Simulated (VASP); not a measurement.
# MoSe2 (P6_3/mmc) in VASP: notebook

The runs below take MoSe2 through relaxation of the atoms, with PBE.

All numbers are computed with VASP 6.6.1; they aren't measurements. Logs are shortened: lines on timing, memory, paths and dates and some standing lists are left out, and cuts for length are marked.

## (1) The cell of the first run

It takes space group P6_3/mmc (No. 194, hexagonal). Conventional cell: a = 3.470 Å, b = 3.470 Å, c = 15.497 Å, α = 90.00°, β = 90.00°, γ = 120.00°. Mo (site symmetry -6m2) has 6 Se at 2.60 Å and 6 Mo at 3.47 Å within 3.5 Å. Within 3.5 Å of Se (site symmetry 3m) lie 3 Mo at 2.60 Å and 7 Se at 3.32 to 3.47 Å.

## (2) Relaxation of the atoms, PBE (equal strain along all axes, cell held: +4.5 %)

The input, INCAR:

```
SYSTEM = MoSe2
PREC = Accurate
ENCUT = 450
EDIFF = 1E-7
ISMEAR = 0
SIGMA = 0.02
LREAL = .FALSE.
LASPH = .TRUE.
NELM = 120
ALGO = Normal
ISIF = 2
LWAVE = .FALSE.
LCHARG = .FALSE.
GGA = PE
IBRION = 2
NSW = 60
EDIFFG = -0.008
GGA_COMPAT = .FALSE.
NELMIN = 4
```

The input, KPOINTS:

```
regular mesh
0
G
  9 9 2
  0 0 0
```

The input, POSCAR:

```
MoSe2
1.0
    3.4703557885      0.0000000000      0.0000000000
   -1.7351778943      3.0054162730      0.0000000000
    0.0000000000      0.0000000000     15.4967147218
Mo Se
2 4
Direct
    0.6666666667      0.3333333333      0.7500000000
    0.3333333333      0.6666666667      0.2500000000
    0.3333333333      0.6666666667      0.8571043490
    0.6666666667      0.3333333333      0.3571043490
    0.3333333333      0.6666666667      0.6428956510
    0.6666666667      0.3333333333      0.1428956510
```

Potentials or basis: VASP PAW PBE potentials, release 64 (Mo_sv, Se).

Command:

```sh
$ cat potpaw_PBE.64/Mo_sv/POTCAR potpaw_PBE.64/Se/POTCAR > POTCAR
$ mpirun -np 1 vasp_std > vasp.out
```

OUTCAR:

```text
SYSTEM = MoSe2
   PREC = Accurate
   ENCUT = 450
   EDIFF = 1E-7
   ISMEAR = 0
   LREAL = .FALSE.
   LASPH = .TRUE.
   NELM = 120
   ISIF = 2
   GGA = PE
   IBRION = 2
   NSW = 60
   EDIFFG = -0.008
   NELMIN = 4

 ion  position               nearest neighbor table
   1  0.667  0.333  0.750-   3 2.60   5 2.60   3 2.60   5 2.60   3 2.60   5 2.60
   2  0.333  0.667  0.250-   4 2.60   6 2.60   4 2.60   6 2.60   4 2.60   6 2.60
   3  0.333  0.667  0.857-   1 2.60   1 2.60   1 2.60
   4  0.667  0.333  0.357-   2 2.60   2 2.60   2 2.60
   5  0.333  0.667  0.643-   1 2.60   1 2.60   1 2.60
   6  0.667  0.333  0.143-   2 2.60   2 2.60   2 2.60

  LATTYP: Found a hexagonal cell.
 ALAT       =     3.4703557885
 C/A-ratio  =     4.4654541685

  Lattice vectors:

 A1 = (   3.4703557885,   0.0000000000,   0.0000000000)
 A2 = (  -1.7351778943,   3.0054162730,   0.0000000000)
 A3 = (   0.0000000000,   0.0000000000,  15.4967147218)

Analysis of symmetry for initial positions (statically):
=====================================================================
 Subroutine PRICEL returns:
 Original cell was already a primitive cell.

 Routine SETGRP: Setting up the symmetry group for a
 hexagonal supercell.

 Subroutine GETGRP returns: Found 24 space group operations
 (whereof 12 operations were pure point group operations)
 out of a pool of 24 trial point group operations.

The static configuration has the point symmetry D_3d.
 The point group associated with its full space group is D_6h.

Analysis of symmetry for dynamics (positions and initial velocities):
=====================================================================
 Subroutine PRICEL returns:
 Original cell was already a primitive cell.

 Routine SETGRP: Setting up the symmetry group for a
 hexagonal supercell.

 Subroutine GETGRP returns: Found 24 space group operations
 (whereof 12 operations were pure point group operations)
 out of a pool of 24 trial point group operations.

The dynamic configuration has the point symmetry D_3d.
 The point group associated with its full space group is D_6h.

 Subroutine INISYM returns: Found 24 space group operations
 (whereof 12 operations are pure point group operations),
 and found     1 'primitive' translations

----------------------------------------------------------------------------------------

                                     Primitive cell

  volume of cell :     161.6286

  direct lattice vectors                    reciprocal lattice vectors
     3.470355789  0.000000000  0.000000000     0.288154893  0.166366305  0.000000000
    -1.735177894  3.005416273  0.000000000     0.000000000  0.332732610  0.000000000
     0.000000000  0.000000000 15.496714722     0.000000000  0.000000000  0.064529806

  length of vectors
     3.470355789  3.470355789 15.496714722     0.332732610  0.332732610  0.064529806

  position of ions in fractional coordinates (direct lattice)
     0.666666667  0.333333333  0.750000000
     0.333333333  0.666666667  0.250000000
     0.333333333  0.666666667  0.857104349
     0.666666667  0.333333333  0.357104349
     0.333333333  0.666666667  0.642895651
     0.666666667  0.333333333  0.142895651

  ion indices of the primitive-cell ions
   primitive index   ion index
                 1           1
                 2           2
                 3           3
                 4           4
                 5           5
                 6           6

----------------------------------------------------------------------------------------

 KPOINTS: regular mesh

Automatic generation of k-mesh.
 Grid dimensions read from file:
 generate k-points for:    9    9    2

 Generating k-lattice:

  Cartesian coordinates                     Fractional coordinates (reciprocal lattice)
     0.032017210  0.018485145  0.000000000     0.111111111  0.000000000  0.000000000
     0.000000000  0.036970290  0.000000000     0.000000000  0.111111111  0.000000000
     0.000000000  0.000000000  0.032264903     0.000000000  0.000000000  0.500000000

  Length of vectors
     0.036970290  0.036970290  0.032264903

  Shift w.r.t. Gamma in fractional coordinates (k-lattice)
     0.000000000  0.000000000  0.000000000

 Subroutine IBZKPT returns following result:
 ===========================================

 Found     24 irreducible k-points:

 Following reciprocal coordinates:
            Coordinates               Weight
  0.000000  0.000000  0.000000      1.000000
  0.111111  0.000000  0.000000      6.000000
  0.222222 -0.000000  0.000000      6.000000
  0.333333 -0.000000  0.000000      6.000000
  0.444444 -0.000000  0.000000      6.000000
  0.111111  0.111111  0.000000      6.000000
[... 16 lines left out ...]
  0.333333  0.222222  0.500000     12.000000
  0.333333  0.333333  0.500000      2.000000
   k-points           NKPTS =     24   k-points in BZ     NKDIM =     24   number of bands    NBANDS=     31
[... 65 lines left out ...]

  energy without entropy =      -39.64966560  energy(sigma->0) =      -39.64966560

------------------------ aborting loop because EDIFF is reached ----------------------------------------

  FORCE on cell =-STRESS in cart. coord.  units (eV):
  Direction    XX          YY          ZZ          XY          YZ          ZX
  --------------------------------------------------------------------------------------
  -------------------------------------------------------------------------------------
  Total       -7.7249760     -7.7249760     -3.7650008      0.0000000      0.0000000     -0.0000000
  in kB      -76.5754310    -76.5754310    -37.3213534      0.0000000      0.0000000     -0.0000000
  external PRESSURE =     -63.4907385 kB  Pullay stress =       0.0000000 kB

 VOLUME and BASIS-vectors are now :
 -----------------------------------------------------------------------------
  energy-cutoff  :      450.00
  volume of cell :      161.63
      direct lattice vectors                 reciprocal lattice vectors
     3.470355789  0.000000000  0.000000000     0.288154893  0.166366305  0.000000000
    -1.735177894  3.005416273  0.000000000     0.000000000  0.332732610  0.000000000
     0.000000000  0.000000000 15.496714722     0.000000000  0.000000000  0.064529806

 POSITION                                       TOTAL-FORCE (eV/Angst)
 -----------------------------------------------------------------------------------
      1.73518      1.00181     11.62254         0.000000     -0.000000      0.000000
     -0.00000      2.00361      3.87418        -0.000000      0.000000      0.000000
     -0.00000      2.00361     13.28230         0.000000      0.000000     -0.549374
      1.73518      1.00181      5.53394         0.000000      0.000000     -0.549374
     -0.00000      2.00361      9.96277         0.000000      0.000000      0.549374
      1.73518      1.00181      2.21441         0.000000      0.000000      0.549374
 -----------------------------------------------------------------------------------
    total drift:                                0.000000     -0.000000      0.000000
[... 30 lines left out ...]
 POSITION                                       TOTAL-FORCE (eV/Angst)
 -----------------------------------------------------------------------------------
      1.73518      1.00181     11.62254        -0.000000      0.000000      0.000000
     -0.00000      2.00361      3.87418         0.000000     -0.000000      0.000000
     -0.00000      2.00361     13.25580         0.000000      0.000000     -0.162556
      1.73518      1.00181      5.50744         0.000000     -0.000000     -0.162556
     -0.00000      2.00361      9.98927         0.000000      0.000000      0.162556
      1.73518      1.00181      2.24092         0.000000     -0.000000      0.162556
 -----------------------------------------------------------------------------------
    total drift:                                0.000000     -0.000000      0.000000

  FREE ENERGIE OF THE ION-ELECTRON SYSTEM (eV)
  ---------------------------------------------------
  free  energy   TOTEN  =       -39.6877010163 eV

  energy  without entropy=      -39.6877010163  energy(sigma->0) =      -39.68770102

--------------------------------------- Ionic step        3  -------------------------------------------

 number of electron      52.0000002 magnetization

 Free energy of the ion-electron system (eV)
  ---------------------------------------------------
  ext. energy  EPLUGINS =         0.00000000
  ---------------------------------------------------
  free energy    TOTEN  =       -39.69118360 eV

  energy without entropy =      -39.69118360  energy(sigma->0) =      -39.69118360

 E-fermi :   3.5746     XC(G=0):  -8.8979

 val. band max:        3.4732833478   @ k =   0.0000   0.0000   0.0000
 cond. band min:       4.1642621154   @ k =   0.3333   0.3333   0.0000
 fundamental gap:      0.6909787675
 Fermi energy:         3.5746098518

 k-point     1 :       0.0000    0.0000    0.0000
  band No.  band energies     occupation
      1     -57.7797      2.00000
      2     -57.7797      2.00000
      3     -31.8395      2.00000
      4     -31.8395      2.00000
      5     -31.8080      2.00000
      6     -31.8080      2.00000
[... 23 lines left out ...]
     30       5.6688      0.00000
     31       5.9669      0.00000
[... 793 lines left out ...]
 VOLUME and BASIS-vectors are now :
 -----------------------------------------------------------------------------
  energy-cutoff  :      450.00
  volume of cell :      161.63
      direct lattice vectors                 reciprocal lattice vectors
     3.470355789  0.000000000  0.000000000     0.288154893  0.166366305  0.000000000
    -1.735177894  3.005416273  0.000000000     0.000000000  0.332732610  0.000000000
     0.000000000  0.000000000 15.496714722     0.000000000  0.000000000  0.064529806

 POSITION                                       TOTAL-FORCE (eV/Angst)
 -----------------------------------------------------------------------------------
      1.73518      1.00181     11.62254        -0.000000     -0.000000      0.000000
     -0.00000      2.00361      3.87418         0.000000      0.000000      0.000000
     -0.00000      2.00361     13.24530         0.000000      0.000000     -0.001481
      1.73518      1.00181      5.49694        -0.000000     -0.000000     -0.001481
     -0.00000      2.00361      9.99977         0.000000      0.000000      0.001481
      1.73518      1.00181      2.25141        -0.000000      0.000000      0.001481
 -----------------------------------------------------------------------------------
    total drift:                                0.000000     -0.000000      0.000000

  FREE ENERGIE OF THE ION-ELECTRON SYSTEM (eV)
  ---------------------------------------------------
  free  energy   TOTEN  =       -39.6911835952 eV

  energy  without entropy=      -39.6911835952  energy(sigma->0) =      -39.69118360

 reached required accuracy - stopping structural energy minimisation
```

Wall time 4 min (1 thread of Intel Xeon Platinum 8259CL at 2.50GHz (Skylake/Cascade Lake), shared host); peak memory 0.29 GiB.

Results:

```yaml
Free_energy: -39.6912 eV
Energy_gained_by_relaxing: 6.9 meV/atom
Ionic_steps: 3
Pressure_after_relaxing: -4.4 GPa
Band_gap_on_the_k_mesh: 0.69 eV (least direct gap 1.07 eV)
```

Step by step:
| step | energy change (eV) | largest force (eV/Å) | pressure (GPa) |
| --- | --- | --- | --- |
| 1 | 0.0000 | 0.5494 | -6.35 |
| 2 | -0.0380 | 0.1626 | -4.98 |
| 3 | -0.0415 | 0.0015 | -4.41 |

Final structure:
```yaml
crystal:
  lattice:
    - [3.47036, 0.00000, 0.00000]
    - [-1.73518, 3.00542, 0.00000]
    - [0.00000, 0.00000, 15.49671]
  atoms:
    - { symbol: Mo, position: [0.66667, 0.33333, 0.75000] }
    - { symbol: Mo, position: [0.33333, 0.66667, 0.25000] }
    - { symbol: Se, position: [0.33333, 0.66667, 0.85472] }
    - { symbol: Se, position: [0.66667, 0.33333, 0.35472] }
    - { symbol: Se, position: [0.33333, 0.66667, 0.64528] }
    - { symbol: Se, position: [0.66667, 0.33333, 0.14528] }
```

Levels at points of the mesh, in eV from the valence-band top:
| k point | band 23 | band 24 | band 25 | band 26 | band 27 | band 28 | band 29 | band 30 |
| --- | --- | --- | --- | --- | --- | --- | --- | --- |
| (0.00, 0.00, 0.00) | -1.70 | -1.28 | -0.30 | 0.00 | 2.19 | 2.19 | 2.20 | 2.20 |
| (0.00, 0.00, 0.50) | -1.63 | -1.63 | -0.11 | -0.11 | 2.19 | 2.19 | 2.19 | 2.19 |

Caveat: the cell differs from its parent crystal (equal strain along all axes, cell held: +4.5 %); semilocal functionals underestimate gaps, and a narrow one can read as zero; this functional lacks dispersion, which binds layers or chains, so the pressure and a relaxed spacing across them are unreliable. A k mesh can miss the band edges.

## (3) Relaxation of the atoms, PBE (equal strain along all axes, cell held: -3.0 %)

The input, INCAR:

```
SYSTEM = MoSe2
PREC     = Accurate       ! precision mode
ENCUT    = 450            ! plane-wave cutoff, eV
EDIFF    = 1E-7           ! SCF threshold, eV
ISMEAR   = 0              ! smearing method
SIGMA    = 0.02           ! smearing width, eV
LREAL    = .FALSE.        ! projectors in reciprocal space
LASPH    = .TRUE.         ! aspherical terms in the spheres
NELM     = 120            ! most SCF steps
ALGO     = Normal         ! electronic algorithm
ISIF     = 2              ! what is computed and relaxed
LWAVE    = .FALSE.        ! write WAVECAR
LCHARG   = .FALSE.        ! write CHGCAR
GGA      = PE             ! functional
IBRION   = 2              ! ionic algorithm
NSW      = 60             ! ionic steps
EDIFFG   = -0.008         ! ionic threshold
GGA_COMPAT= .FALSE.      
NELMIN   = 4
```

KPOINTS is that of step 2.

The input, POSCAR:

```
MoSe2
1.0
    3.2212871913      0.0000000000      0.0000000000
   -1.6106435956      2.7897165405      0.0000000000
    0.0000000000      0.0000000000     14.3845103160
Mo Se
2 4
Direct
    0.6666666667      0.3333333333      0.7500000000
    0.3333333333      0.6666666667      0.2500000000
    0.3333333333      0.6666666667      0.8654354935
    0.6666666667      0.3333333333      0.3654354935
    0.3333333333      0.6666666667      0.6345645065
    0.6666666667      0.3333333333      0.1345645065
```

Potentials or basis: VASP PAW PBE potentials, release 64 (Mo_sv, Se).

Command:

```sh
$ cat potpaw_PBE.64/Mo_sv/POTCAR potpaw_PBE.64/Se/POTCAR > POTCAR
$ mpirun -np 1 vasp_std > vasp.out
```

It took 81 s on 1 thread of Intel Xeon 6975P-C (Granite Rapids), shared host; peak memory 0.26 GiB.

The run converged. Its results:

* Free energy: -39.8164 eV
* Energy gained by relaxing: 12.0 meV/atom
* Ionic steps: 3
* Pressure after relaxing: 4.4 GPa
* Band gap on the k mesh: 1.22 eV (least direct gap 1.73 eV)

Stress tensor (GPa, compression positive):
```
6.44 0.00 0.00
0.00 6.44 0.00
0.00 0.00 0.25
```

Step by step:
```csv
step,energy change (eV),largest force (eV/Å),pressure (GPa)
1,0.0000,0.8014,8.18
2,-0.0704,0.1225,4.97
3,-0.0722,0.0012,4.38
```

Final structure:
```
Mo Se
1.0
     3.22129    0.00000    0.00000
    -1.61064    2.78972    0.00000
     0.00000    0.00000   14.38451
Mo Se
2 4
Direct
  0.66667 0.33333 0.75000
  0.33333 0.66667 0.25000
  0.33333 0.66667 0.86864
  0.66667 0.33333 0.36864
  0.33333 0.66667 0.63136
  0.66667 0.33333 0.13136
```

Levels at points of the mesh, in eV from the valence-band top:
```
           k point  band 22  band 23  band 24  band 25  band 26  band 27  band 28  band 29  band 30  band 31
(0.00, 0.00, 0.00)    -0.98    -0.98    -0.97    -0.97    -0.27     3.02     3.02     3.04     3.04     3.19
(0.00, 0.00, 0.50)    -0.97    -0.97    -0.97    -0.49    -0.49     3.03     3.03     3.03     3.03     3.21
```

Caveat: the cell differs from its parent crystal (equal strain along all axes, cell held: -3.0 %); this functional lacks dispersion, which binds layers or chains, so the pressure and a relaxed spacing across them are unreliable. A k mesh can miss the band edges.

## (4) Relaxation of the atoms, PBE (equal strain along all axes, cell held: +1.5 %)

The input, INCAR:

```
SYSTEM = MoSe2
ALGO     = Normal         ! electronic algorithm
EDIFF    = 1E-7           ! SCF threshold, eV
EDIFFG   = -0.008         ! ionic threshold
ENCUT    = 450            ! plane-wave cutoff, eV
GGA      = PE             ! functional
GGA_COMPAT= .FALSE.      
IBRION   = 2              ! ionic algorithm
ISIF     = 2              ! what is computed and relaxed
ISMEAR   = 0              ! smearing method
LASPH    = .TRUE.         ! aspherical terms in the spheres
LCHARG   = .FALSE.        ! write CHGCAR
LREAL    = .FALSE.        ! projectors in reciprocal space
LWAVE    = .FALSE.        ! write WAVECAR
NELM     = 120            ! most SCF steps
NELMIN   = 4            
NSW      = 60             ! ionic steps
PREC     = Accurate       ! precision mode
SIGMA    = 0.02           ! smearing width, eV
```

The input, KPOINTS:

```
k-points
0
G
  9 9 2
  0 0 0
```

The input, POSCAR:

```
MoSe2
1.0
    3.3707283496      0.0000000000      0.0000000000
   -1.6853641748      2.9191363800      0.0000000000
    0.0000000000      0.0000000000     15.0518329595
Mo Se
2 4
Direct
    0.6666666667      0.3333333333      0.7500000000
    0.3333333333      0.6666666667      0.2500000000
    0.3333333333      0.6666666667      0.8625283918
    0.6666666667      0.3333333333      0.3625283918
    0.3333333333      0.6666666667      0.6374716082
    0.6666666667      0.3333333333      0.1374716082
```

Command:

```sh
$ cat potpaw_PBE.64/Mo_sv/POTCAR potpaw_PBE.64/Se/POTCAR > POTCAR
$ mpirun -np 1 vasp_std > vasp.out
```

It took 2.7 min on 1 thread of Oxide Virtual Turin-like, shared host; peak memory 0.24 GiB.

Results (log left out):

```
Free energy               : -39.9498 eV
Energy gained by relaxing : 8.1 meV/atom
Ionic steps               : 3
Pressure after relaxing   : -1.7 GPa
Band gap on the k mesh    : 1.16 eV (least direct gap 1.29 eV)
```

Stress tensor (GPa, compression positive):
```
-2.51  0.00  0.00
 0.00 -2.51  0.00
 0.00  0.00 -0.08
```

The path:
```csv
step,energy change (eV),largest force (eV/Å),pressure (GPa)
1,0.0000,0.5989,-4.10
2,-0.0449,0.1710,-2.37
3,-0.0487,0.0013,-1.70
```

Final structure:
```
Mo Se
1.0
     3.37073    0.00000    0.00000
    -1.68536    2.91914    0.00000
     0.00000    0.00000   15.05183
Mo Se
2 4
Direct
  0.66667 0.33333 0.75000
  0.33333 0.66667 0.25000
  0.33333 0.66667 0.85989
  0.66667 0.33333 0.35989
  0.33333 0.66667 0.64011
  0.66667 0.33333 0.14011
```

Levels at points of the mesh, in eV from the valence-band top:
| k point | band 24 | band 25 | band 26 | band 27 | band 28 | band 29 |
| --- | --- | --- | --- | --- | --- | --- |
| (0.00, 0.00, 0.00) | -1.32 | -0.43 | 0.00 | 2.58 | 2.58 | 2.58 |
| (0.00, 0.00, 0.50) | -1.37 | -0.15 | -0.15 | 2.58 | 2.58 | 2.58 |

Caveat: the cell differs from its parent crystal (equal strain along all axes, cell held: +1.5 %); this functional lacks dispersion, which binds layers or chains, so the pressure and a relaxed spacing across them are unreliable. A k mesh can miss the band edges.

## (5) Overview

```tsv
cell	gap on the mesh (eV)	pressure (GPa)
atoms relaxed from a = 3.470, b = 3.470, c = 15.497 Å, angles 90.0, 90.0, 120.0°, 6 atoms, atomic positions A	0.69	-4.4
atoms relaxed from a = 3.221, b = 3.221, c = 14.385 Å, angles 90.0, 90.0, 120.0°, 6 atoms, atomic positions B	1.22	4.4
atoms relaxed from a = 3.371, b = 3.371, c = 15.052 Å, angles 90.0, 90.0, 120.0°, 6 atoms, atomic positions C	1.16	-1.7
```

Alike in all rows: task relaxation of the atoms; level PBE; potentials or basis VASP PAW PBE potentials, release 64 (Mo_sv, Se); no spin polarisation; k mesh 9 × 9 × 2; cutoff (eV) 450; smearing gaussian 0.02 eV.

Caveats: this functional lacks dispersion, which binds layers or chains, so the pressure and a relaxed spacing across them are unreliable; semilocal functionals underestimate gaps, and a narrow one can read as zero (at least some runs).

Total energies depend on the potentials used, so only differences within one code and one set of settings carry meaning.
